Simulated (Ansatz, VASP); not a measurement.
Pb: VASP beside Ansatz

INCAR

```
  ALGO = Fast
  EDIFF = 1E-6
  ENCUT = 520
  GGA = PE
  ISIF = 2
  ISMEAR = -1
  LASPH = T
  LCHARG = F
  LREAL = F
  LWAVE = F
  NBANDS = 21
  NELM = 100
  PREC = Accurate
  SIGMA = 0.05
```

File KPOINTS:

```
k-points
0
Gamma
  9 9 5
```

File POSCAR:

```
Pb
1.0
    3.0386068135     -1.7503199600      0.0000000000
    3.0386068135      1.7503199600      0.0000000000
   -2.1154626375      0.0000000000      6.0952248674
Pb
2
Direct
    0.8992000000      0.9126090000      0.7288880000
    0.0934150000      0.0824840000      0.2714710000
```

The input input.yaml:

```yaml
crystal:
  lattice:
    - [3.0386068135, -1.75031996, 0.0]
    - [3.0386068135, 1.75031996, 0.0]
    - [-2.1154626375, 0.0, 6.0952248674]
  atoms:
    - { symbol: Pb, position: [0.8992, 0.912609, 0.728888] }
    - { symbol: Pb, position: [0.093415, 0.082484, 0.271471] }
hamiltonian:
  xc: pbe
  pseudopotentials: { kind: paw, azcp: { folder: soft_1 } }
kpoints:
  mp_grid: { grid: [9, 9, 5] }
scf:
  occupations: { method: fermi_dirac, width: 0.05 }
output:
  forces: true
  stress: true
  eigenvalues: true
  write_density: true
  write_potential: true
  elf: true
  volumetric_format: npy
```

Change from the starting cell: atoms moved at random, drawn with an rms of 0.05 Å.

Alike in both runs: task single point; functional PBE; k mesh 9 × 9 × 5; occupations fermi-dirac, width 0.05 eV; no spin polarisation.

|  | VASP | Ansatz |
| --- | --- | --- |
| version | VASP 6.6.1 | Ansatz 0.2.0 |
| potentials or method | VASP PAW PBE potentials, release 64 (Pb_d) | Ansatz PAW soft_1 |
| plane-wave cutoff (eV) | 520 | 420 |
| valence electrons in the cell | 28 | 28 |

|  | VASP | Ansatz | Ansatz less VASP |
| --- | --- | --- | --- |
| gap on the k mesh at the Fermi level (eV) | none | none | - |
| pressure (GPa) | 0.6 | 0.7 | +0.08 |
| traceless stress, the component that is largest in VASP (GPa) | -0.12 | -0.12 | 0.000 |
| rms of the force components (eV/Å) | 0.084 | 0.084 | -0.0003 |

Atom by atom the forces differ by 0.000 eV/Å (rms over components). A gap of «none» marks a metal or a gap that the smearing closes. The functional is the same, so the differences come from potentials, cutoffs and numerics.

Spin-orbit coupling is off throughout.
